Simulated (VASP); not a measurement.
# Os (Cmcm) in VASP: notebook

The runs below take Os through single point, with PBE.

All numbers are computed with VASP 6.6.1; they aren't measurements. Logs are shortened: lines on timing, memory, paths and dates and some standing lists are left out, and cuts for length are marked.

## (1) The cell of the first run

The structure is orthorhombic, space group Cmcm (No. 63). Conventional cell: a = 2.734 Å, b = 4.830 Å, c = 4.320 Å, α = 90.00°, β = 90.00°, γ = 90.00°. Within 3.5 Å of Os (site symmetry m2m) lie 12 Os at 2.68 to 2.78 Å.

## (2) Single point, PBE (strain +0.0200 x Voigt [0, 1, 0, 0, 0, 0])

Contents of INCAR:

```
SYSTEM = Os
PREC = Accurate ; ENCUT = 520
EDIFF = 1E-6 ; ISMEAR = 0
SIGMA = 0.15 ; LREAL = .FALSE.
LASPH = .TRUE. ; NELM = 60
ALGO = Fast ; ISIF = 2
LWAVE = .FALSE. ; LCHARG = .FALSE.
GGA = PE ; NBANDS = 15
```

Contents of KPOINTS:

```
Automatic mesh
0
G
  18 18 12
  0 0 0
```

Contents of POSCAR:

```
Os
1.0
    2.7340999755      0.0000000000      0.0000000000
   -1.3670499878      2.4151560360      0.0000000000
    0.0000000000      0.0000000000      4.3197000000
Os
2
Direct
    0.3333333333      0.6666666667      0.2500000000
    0.6666666667      0.3333333333      0.7500000000
```

Potentials or basis: VASP PAW PBE potentials, release 64 (Os).

Started as:

```sh
$ cat potpaw_PBE.64/Os/POTCAR > POTCAR
$ mpirun -np 1 vasp_std > vasp.out
```

OUTCAR:

```text
SYSTEM = Os
   PREC = Accurate
   ENCUT = 520
   EDIFF = 1E-6
   ISMEAR = 0
   LREAL = .FALSE.
   LASPH = .TRUE.
   NELM = 60
   ISIF = 2
   GGA = PE

 ion  position               nearest neighbor table
   1  0.333  0.667  0.250-   2 2.68   2 2.68   2 2.68   2 2.68   2 2.69   2 2.69
   2  0.667  0.333  0.750-   1 2.68   1 2.68   1 2.68   1 2.68   1 2.69   1 2.69

  LATTYP: Found a base centered orthorhombic cell.
 ALAT       =     2.7340999755
 B/A-ratio  =     1.7666918237
 C/A-ratio  =     1.5799349105

  Lattice vectors:

 A1 = (   1.3670499878,  -2.4151560360,   0.0000000000)
 A2 = (   1.3670499877,   2.4151560360,   0.0000000000)
 A3 = (   0.0000000000,   0.0000000000,   4.3197000000)

Analysis of symmetry for initial positions (statically):
=====================================================================
 Subroutine PRICEL returns:
 Original cell was already a primitive cell.

 Routine SETGRP: Setting up the symmetry group for a
 base centered orthorhombic supercell.

 Subroutine GETGRP returns: Found  8 space group operations
 (whereof  4 operations were pure point group operations)
 out of a pool of  8 trial point group operations.

The static configuration has the point symmetry C_2h.
 The point group associated with its full space group is D_2h.

Analysis of symmetry for dynamics (positions and initial velocities):
=====================================================================
 Subroutine PRICEL returns:
 Original cell was already a primitive cell.

 Routine SETGRP: Setting up the symmetry group for a
 base centered orthorhombic supercell.

 Subroutine GETGRP returns: Found  8 space group operations
 (whereof  4 operations were pure point group operations)
 out of a pool of  8 trial point group operations.

The dynamic configuration has the point symmetry C_2h.
 The point group associated with its full space group is D_2h.

 Subroutine INISYM returns: Found  8 space group operations
 (whereof  4 operations are pure point group operations),
 and found     1 'primitive' translations

----------------------------------------------------------------------------------------

                                     Primitive cell

  volume of cell :      28.5242

  direct lattice vectors                    reciprocal lattice vectors
     2.734099975  0.000000000  0.000000000     0.365751073  0.207025961  0.000000000
    -1.367049988  2.415156036  0.000000000     0.000000000  0.414051923  0.000000000
     0.000000000  0.000000000  4.319700000     0.000000000  0.000000000  0.231497558

  length of vectors
     2.734099975  2.775212487  4.319700000     0.420277999  0.414051923  0.231497558

  position of ions in fractional coordinates (direct lattice)
     0.333333333  0.666666667  0.250000000
     0.666666667  0.333333333  0.750000000

  ion indices of the primitive-cell ions
   primitive index   ion index
                 1           1
                 2           2

----------------------------------------------------------------------------------------

 KPOINTS: Automatic mesh

Automatic generation of k-mesh.
 Grid dimensions read from file:
 generate k-points for:   18   18   12

 Generating k-lattice:

  Cartesian coordinates                     Fractional coordinates (reciprocal lattice)
     0.020319504  0.011501442  0.000000000     0.055555556  0.000000000  0.000000000
     0.000000000  0.023002885  0.000000000     0.000000000  0.055555556  0.000000000
     0.000000000  0.000000000  0.019291463     0.000000000  0.000000000  0.083333333

  Length of vectors
     0.023348778  0.023002885  0.019291463

  Shift w.r.t. Gamma in fractional coordinates (k-lattice)
     0.000000000  0.000000000  0.000000000

 Subroutine IBZKPT returns following result:
 ===========================================

 Found    637 irreducible k-points:

 Following reciprocal coordinates:
            Coordinates               Weight
  0.000000  0.000000  0.000000      1.000000
  0.055556  0.000000  0.000000      4.000000
  0.111111  0.000000  0.000000      4.000000
  0.166667  0.000000  0.000000      4.000000
  0.222222  0.000000  0.000000      4.000000
  0.277778  0.000000  0.000000      4.000000
[... 16 lines left out ...]
 -0.333333  0.055556  0.000000      4.000000
 -0.277778  0.055556  0.000000      4.000000
 [... further k-points ...]
   k-points           NKPTS =    637   k-points in BZ     NKDIM =    637   number of bands    NBANDS=     15
   number of dos      NEDOS =    301   number of ions     NIONS =      2
   total plane-waves  NPLWV =  15360
   dimension x,y,z NGX =    20 NGY =   24 NGZ =   32
   dimension x,y,z NGXF=    40 NGYF=   48 NGZF=   64
   ions per type =               2
   NGX,Y,Z   is equivalent  to a cutoff of  12.16, 14.38, 12.32 a.u.
   NGXF,Y,Z  is equivalent  to a cutoff of  24.32, 28.75, 24.63 a.u.
 SYSTEM =  Os
   PREC   = accura    normal or accurate (medium, high low for compatibility)
   ISTART =      0    job   : 0-new  1-cont  2-samecut
   ICHARG =      2    charge: 1-file 2-atom 10-const
   ISPIN  =      1    spin polarized calculation?
   LNONCOLLINEAR =      F non collinear calculations
   LSORBIT =      F    spin-orbit coupling
   LASPH  =      T    aspherical Exc in radial PAW
   ENCUT  =  520.0 eV  38.22 Ry    6.18 a.u.   5.08  5.16  8.03*2*pi/ulx,y,z
   NELM   =     60;   NELMIN=  2; NELMDL= -5     # of ELM steps
   EDIFF  = 0.1E-05   stopping-criterion for ELM
   LREAL  =      F    real-space projection
   EDIFFG = 0.1E-04   stopping-criterion for IOM
   NSW    =      0    number of steps for IOM
   IBRION =     -1    ionic relax: 0-MD 1-quasi-New 2-CG
   NFREE  =      0    steps in history (QN), initial steepest desc. (CG)
   ISIF   =      2    stress and relaxation
   ISYM   =      2    0-nonsym 1-usesym 2-fastsym
   POTIM  = 0.5000    time-step for ionic-motion
   TEBEG  =    0.0;   TEEND  =   0.0 temperature during run
   PSTRESS=    0.0 pullay stress
   NELECT =      16.0000    total number of electrons
   NUPDOWN=      -1.0000    fix difference up-down
   EMIN   =  10.00;   EMAX   =-10.00  energy-range for DOS
   EFERMI =   0.00;   METHOD = LEGACY
   ISMEAR =     0;   SIGMA  =   0.15  broadening in eV -4-tet -1-fermi 0-gaus
   EFERMI_NEDOS =   21; number of points for ismear=-14 and -15
   IALGO  =     68    algorithm
   IMIX   =      4    mixing-type and parameters
     AMIX     =   0.40;   BMIX     =  1.00
     AMIX_MAG =   1.60;   BMIX_MAG =  1.00
  volume/ion in A,a.u.               =      14.26        96.25
  Fermi-wavevector in a.u.,A,eV,Ry     =   1.350135  2.551385 24.801567  1.822864
  Thomas-Fermi vector in A             =   2.477664
   LORBIT       =      0    0 simple, 1 ext, 2 COOP (PROOUT), +10 PAW based schemes
   GGA     = PE    functional components
   LHFCALC =     F    Hartree Fock is set to
   AEXX    =    0.0000 exact exchange contribution
   IVDW    =     0    specifies the selected vdW correction
   LEPSILON=     F    determine dielectric tensor
   LRPA    =     F    only Hartree local field effects (RPA)
 non-spin polarized calculation
 RMM-DIIS sequential band-by-band and
 Gauss-broadening in eV      SIGMA  =   0.15
  energy-cutoff  :      520.00
  volume of cell :       28.52
 maximum number of plane-waves:       784
   NGX = 11   NGY = 11   NGZ = 17

 number of electron      15.9999998 magnetization

 Free energy of the ion-electron system (eV)
  ---------------------------------------------------
  ext. energy  EPLUGINS =         0.00000000
  ---------------------------------------------------
  free energy    TOTEN  =       -22.49377370 eV

  energy without entropy =      -22.47909010  energy(sigma->0) =      -22.48643190

 E-fermi :   9.1866     XC(G=0): -13.9455

 val. band max:        9.1863710478   @ k =   0.0556   0.1111   0.3333
 cond. band min:       9.1881816094   @ k =   0.1667   0.2778   0.2500
 fundamental gap:      0.0018105617
 Fermi energy:         9.1865768736

 k-point     1 :       0.0000    0.0000    0.0000
  band No.  band energies     occupation
      1      -1.5907      2.00000
      2       1.5790      2.00000
      3       5.9855      2.00000
      4       6.4051      2.00000
      5       6.5599      2.00000
      6       6.8518      2.00000
      7       7.2251      2.00000
      8       7.5114      2.00000
      9       7.6236      2.00000
     10       9.3144      0.22800
     11      10.7489      0.00000
     12      10.8734      0.00000
     13      18.1454      0.00000
     14      23.1668      0.00000
     15      26.0501      0.00000

 k-point     2 :       0.0556    0.0000    0.0000
  band No.  band energies     occupation
      1      -1.4675      2.00000
      2       1.6880      2.00000
      3       5.9257      2.00000
      4       6.2689      2.00000
      5       6.8272      2.00000
      6       6.8953      2.00000
      7       7.2051      2.00000
      8       7.4117      2.00000
      9       7.4946      2.00000
     10       8.6920      2.00000
     11      10.8410      0.00000
     12      11.6455      0.00000
     13      18.1391      0.00000
     14      23.4256      0.00000
     15      26.2059      0.00000

 k-point     3 :       0.1111    0.0000    0.0000
  band No.  band energies     occupation
      1      -1.1076      2.00000
      2       1.9938      2.00000
      3       5.5632      2.00000
      4       6.5237      2.00000
      5       6.8047      2.00000
      6       6.9015      2.00000
      7       7.1915      2.00000
      8       7.2130      2.00000
      9       7.3849      2.00000
     10       8.0246      2.00000
     11      11.0053      0.00000
     12      12.9885      0.00000
     13      18.1013      0.00000
     14      24.1308      0.00000
     15      26.6108      0.00000
[... 343 lines left out ...]
 k-point    23 :      -0.3333    0.0556    0.0000
  band No.  band energies     occupation
      1       1.3661      2.00000
      2       2.8536      2.00000
      3       3.9886      2.00000
      4       4.9945      2.00000
      5       5.9737      2.00000
      6       6.4912      2.00000
      7       7.1510      2.00000
      8       9.0609      1.76386
      9       9.1687      1.13377
     10       9.9956      0.00000
     11      11.5982      0.00000
     12      17.6134      0.00000
     13      18.2295      0.00000
     14      20.9994      0.00000
     15      23.5676      0.00000

 k-point    24 :      -0.2778    0.0556    0.0000
  band No.  band energies     occupation
      1       0.6389      2.00000
      2       2.9412      2.00000
      3       4.6751      2.00000
      4       4.8068      2.00000
      5       6.2520      2.00000
      6       6.3332      2.00000
      7       7.3714      2.00000
      8       8.2518      2.00000
      9       8.3889      2.00000
     10       9.0819      1.67634
     11      11.4625      0.00000
     12      16.8254      0.00000
     13      17.7417      0.00000
     14      23.0683      0.00000
     15      25.3024      0.00000

 [... further k-points ...]
[... 5 lines left out ...]
  --------------------------------------------------------------------------------------
  -------------------------------------------------------------------------------------
  Total        0.7181035     -1.1012725      0.6888584      0.0000000      0.0000000      0.0000000
  in kB       40.3352214    -61.8574752     38.6925538      0.0000000      0.0000000      0.0000000
  external PRESSURE =       5.7234333 kB  Pullay stress =       0.0000000 kB

 VOLUME and BASIS-vectors are now :
 -----------------------------------------------------------------------------
  energy-cutoff  :      520.00
  volume of cell :       28.52
      direct lattice vectors                 reciprocal lattice vectors
     2.734099975  0.000000000  0.000000000     0.365751073  0.207025961  0.000000000
    -1.367049988  2.415156036  0.000000000     0.000000000  0.414051923  0.000000000
     0.000000000  0.000000000  4.319700000     0.000000000  0.000000000  0.231497558

 POSITION                                       TOTAL-FORCE (eV/Angst)
 -----------------------------------------------------------------------------------
     -0.00000      1.61010      1.07993        -0.000000      0.044563      0.000000
      1.36705      0.80505      3.23977         0.000000     -0.044563      0.000000
 -----------------------------------------------------------------------------------
    total drift:                                0.000000     -0.000000     -0.000000

  FREE ENERGIE OF THE ION-ELECTRON SYSTEM (eV)
  ---------------------------------------------------
  free  energy   TOTEN  =       -22.4937737024 eV

  energy  without entropy=      -22.4790900958  energy(sigma->0) =      -22.48643190
```

Wall time 3.5 min (1 thread of Intel Xeon Platinum 8259CL at 2.50GHz (Skylake/Cascade Lake), shared host); peak memory 0.34 GiB.

What came out:

```yaml
Free_energy: -22.4938 eV
Pressure: 0.6 GPa
Largest_force: 0.045 eV/Å
Band_gap_on_the_k_mesh: zero (band 8 reaches 11.12 eV, above the bottom of band 9 at 7.26 eV)
```

Forces in eV/Å, atoms in the order of the input:
```
Os   0.000  0.045  0.000
Os   0.000 -0.045  0.000
```

Stress tensor (GPa, compression positive):
```
 4.03  0.00  0.00
 0.00 -6.19  0.00
 0.00  0.00  3.87
```

Caveat: the cell differs from its parent crystal (strain +0.0200 x Voigt [0, 1, 0, 0, 0, 0]); spin-orbit coupling is left out, which moves the levels of the heavy elements.

## (3) Single point, PBE (strain +0.0175 x Voigt [0, 1, 0, 0, 0, 0])

Contents of INCAR:

```
SYSTEM = Os
  PREC = Accurate
  ENCUT = 520
  EDIFF = 1E-7
  ISMEAR = 0
  SIGMA = 0.15
  LREAL = .FALSE.
  LASPH = .TRUE.
  NELM = 60
  ALGO = Fast
  ISIF = 2
  LWAVE = .FALSE.
  LCHARG = .FALSE.
  GGA = PE
  NBANDS = 15
```

KPOINTS is that of step 2.

Contents of POSCAR:

```
Os
1.0
    2.7340999755      0.0000000000      0.0000000000
   -1.3670499878      2.4092365359      0.0000000000
    0.0000000000      0.0000000000      4.3197000000
Os
2
Direct
    0.3333333333      0.6666666667      0.2500000000
    0.6666666667      0.3333333333      0.7500000000
```

Potentials or basis: VASP PAW PBE potentials, release 64 (Os).

Started as:

```sh
$ cat potpaw_PBE.64/Os/POTCAR > POTCAR
$ mpirun -np 1 vasp_std > vasp.out
```

OUTCAR:

```text
SYSTEM = Os
   PREC = Accurate
   ENCUT = 520
   EDIFF = 1E-7
   ISMEAR = 0
   LREAL = .FALSE.
   LASPH = .TRUE.
   NELM = 60
   ISIF = 2
   GGA = PE

 ion  position               nearest neighbor table
   1  0.333  0.667  0.250-   2 2.68   2 2.68   2 2.68   2 2.68   2 2.69   2 2.69
   2  0.667  0.333  0.750-   1 2.68   1 2.68   1 2.68   1 2.68   1 2.69   1 2.69

  LATTYP: Found a base centered orthorhombic cell.
 ALAT       =     2.7340999755
 B/A-ratio  =     1.7623616967
 C/A-ratio  =     1.5799349105

  Lattice vectors:

[... 623 lines left out ...]

  FORCE on cell =-STRESS in cart. coord.  units (eV):
  Direction    XX          YY          ZZ          XY          YZ          ZX
  --------------------------------------------------------------------------------------
  -------------------------------------------------------------------------------------
  Total        0.8172324     -0.7888867      0.7996552      0.0000000     -0.0000000      0.0000000
  in kB       46.0159854    -44.4199200     45.0262682      0.0000000     -0.0000000      0.0000000
  external PRESSURE =      15.5407779 kB  Pullay stress =       0.0000000 kB

 VOLUME and BASIS-vectors are now :
 -----------------------------------------------------------------------------
  energy-cutoff  :      520.00
  volume of cell :       28.45
      direct lattice vectors                 reciprocal lattice vectors
     2.734099975  0.000000000  0.000000000     0.365751073  0.207534625  0.000000000
    -1.367049988  2.409236536  0.000000000     0.000000000  0.415069249  0.000000000
     0.000000000  0.000000000  4.319700000     0.000000000  0.000000000  0.231497558

 POSITION                                       TOTAL-FORCE (eV/Angst)
 -----------------------------------------------------------------------------------
     -0.00000      1.60616      1.07993        -0.000000      0.039927      0.000000
      1.36705      0.80308      3.23977         0.000000     -0.039927      0.000000
 -----------------------------------------------------------------------------------
    total drift:                                0.000000     -0.000000     -0.000000

  FREE ENERGIE OF THE ION-ELECTRON SYSTEM (eV)
  ---------------------------------------------------
  free  energy   TOTEN  =       -22.4960255297 eV

  energy  without entropy=      -22.4814640583  energy(sigma->0) =      -22.48874479
```

Run time: 4.4 min. Hardware: 1 thread of Intel Xeon Platinum 8259CL at 2.50GHz (Skylake/Cascade Lake), shared host; peak memory 0.34 GiB.

What came out:

| Property | Result |
| --- | --- |
| Free energy | -22.4960 eV |
| Pressure | 1.6 GPa |
| Largest force | 0.040 eV/Å |
| Band gap on the k mesh | zero (band 8 reaches 11.17 eV, above the bottom of band 9 at 7.30 eV) |

Forces in eV/Å, atoms in the order of the input:
```
Os   0.000  0.040  0.000
Os   0.000 -0.040  0.000
```

Caveat: the cell differs from its parent crystal (strain +0.0175 x Voigt [0, 1, 0, 0, 0, 0]); spin-orbit coupling is left out, which moves the levels of the heavy elements.
